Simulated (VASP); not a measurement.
Write the native input for VASP 6.6.1 that does the following.

```yaml
Task: single point
Functional: r2SCAN
Potentials_or_basis: VASP PAW PBE potentials, release 64 (Ca_sv)
Cutoff: 520 eV
k_mesh: 6 × 6 × 6
Occupations: fermi-dirac, width 0.02 eV
Spin: no spin polarisation
Dipole_correction: no
Further_INCAR_settings: ALGO = Normal; EDIFF = 1e-06; NBANDS = 11
```

The system is Ca.

```
Ca
1.0
     0.00000    2.77369    2.77369
     2.77369    0.00000    2.77369
     2.77369    2.77369    0.00000
Ca
1
Cartesian
  0.0000 0.0000 0.0000
```

One way to write it, as run:

POSCAR

```
Ca
1.0
    0.0000000000      2.7736905194      2.7736905194
    2.7736905194      0.0000000000      2.7736905194
    2.7736905194      2.7736905194      0.0000000000
Ca
1
Direct
    0.0000000000      0.0000000000      0.0000000000
```

INCAR.step1

```
SYSTEM = Ca
PREC = Accurate
ENCUT = 520
ISMEAR = -1
SIGMA = 0.02
LREAL = .FALSE.
LASPH = .TRUE.
NELM = 60
NBANDS = 11
GGA = PE
ALGO = Normal
EDIFF = 1E-4
LWAVE = .TRUE.
LCHARG = .FALSE.
```

INCAR.step2

```
SYSTEM = Ca
PREC = Accurate
ENCUT = 520
EDIFF = 1E-6
ISMEAR = -1
SIGMA = 0.02
LREAL = .FALSE.
LASPH = .TRUE.
NELM = 60
ALGO = Normal
ISIF = 2
LWAVE = .FALSE.
LCHARG = .FALSE.
METAGGA = R2SCAN
LMIXTAU = .TRUE.
NBANDS = 11
ISTART = 1
```

KPOINTS

```
regular mesh
0
G
  6 6 6
  0 0 0
```

Potentials or basis: VASP PAW PBE potentials, release 64 (Ca_sv).

The run is started by

```sh
$ cat potpaw_PBE.64/Ca_sv/POTCAR > POTCAR
$ cp INCAR.step1 INCAR
$ mpirun -np 1 vasp_std > vasp.out
$ cp INCAR.step2 INCAR
$ mpirun -np 1 vasp_std > vasp.out
```

It gave:

```yaml
Pressure: 0.1 GPa
Band_gap_on_the_k_mesh: zero (band 5 reaches 2.01 eV, above the bottom of band 6 at 1.67 eV)
```

Caveat: the PAW data sets were made with another functional, which shifts forces and pressure a little.

It took 18 s on 1 thread of AMD EPYC 9R45 96-Core Processor (Zen 5), on a shared host, peak memory 0.14 GiB.
